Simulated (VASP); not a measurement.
C (a cell with a defect), 63 atoms in the cell. The cell holds a defect, 63 atoms: a = 7.140 Å, b = 7.140 Å, c = 7.140 Å, α = 90.00°, β = 90.00°, γ = 90.00°. 

```yaml
Program: VASP 6.6.1
Task: single point
Functional: PBE
Potentials_or_basis: VASP PAW PBE potentials, release 64 (C)
Cutoff: 520 eV
k_mesh: 2 × 2 × 2
Occupations: gaussian, width 0.05 eV
Spin: no spin polarisation
Dipole_correction: no
Further_INCAR_settings: LREAL = Auto; ALGO = Normal; EDIFF = 1e-06; NBANDS = 163
```

Potentials or basis: VASP PAW PBE potentials, release 64 (C).

The run is started by

```bash
$ cat potpaw_PBE.64/C/POTCAR > POTCAR
$ mpirun -np 1 vasp_std > vasp.out
```

Hardware: 1 thread of Intel(R) Xeon(R) Platinum 8259CL CPU @ 2.50GHz (Skylake/Cascade Lake), with other jobs on the host.

Problem. Estimate the wall time of this run.

Solution. Wall time 20 min on 1 thread of Intel(R) Xeon(R) Platinum 8259CL CPU @ 2.50GHz (Skylake/Cascade Lake) (shared host), peak memory 0.56 GiB. Counts: scf iterations 15, k points 8.
